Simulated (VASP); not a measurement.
Wanted: the native input for a VASP 6.6.1 run.

```yaml
Task: single point
Functional: PBEsol
Potentials_or_basis: VASP PAW PBE potentials, release 64 (Tl_d)
Cutoff: 520 eV
k_mesh: 8 × 8 × 8
Occupations: gaussian, width 0.1 eV
Spin: no spin polarisation
Dipole_correction: no
Further_INCAR_settings: ALGO = Normal; EDIFF = 1e-07; NBANDS = 12
```

The structure of Tl lies in POSCAR:

```
Tl
1.0
   -1.6125573276      1.6125573276      1.6125573276
    1.6125573276     -1.6125573276      1.6125573276
    1.6125573276      1.6125573276     -1.6125573276
Tl
1
Direct
    0.0000000000      0.0000000000      0.0000000000
```

The input as run:

INCAR

```
PREC     = Accurate       # precision mode
ENCUT    = 520            # plane-wave cutoff, eV
EDIFF    = 1E-7           # SCF threshold, eV
ISMEAR   = 0              # smearing method
SIGMA    = 0.1            # smearing width, eV
LREAL    = F              # projectors in reciprocal space
LASPH    = T              # aspherical terms in the spheres
NELM     = 100            # most SCF steps
ALGO     = Normal         # electronic algorithm
ISIF     = 2              # what is computed and relaxed
LWAVE    = F              # write WAVECAR
LCHARG   = F              # write CHGCAR
GGA      = PS             # functional
NBANDS   = 12             # bands
```

KPOINTS

```
Automatic mesh
0
Gamma
  8 8 8
```

Potentials or basis: VASP PAW PBE potentials, release 64 (Tl_d).

Launch:

```console
$ cat potpaw_PBE.64/Tl_d/POTCAR > POTCAR
$ mpirun -np 1 vasp_std > vasp.out
```

Results of the run:

| Quantity | Value |
| --- | --- |
| Pressure | 83.4 GPa |

Caveat: the PAW data sets were made with another functional, which shifts forces and pressure a little.

Wall time 7.6 s on 1 thread of AMD EPYC 9R45 (Zen 5), with other jobs on the host, peak memory 0.11 GiB.
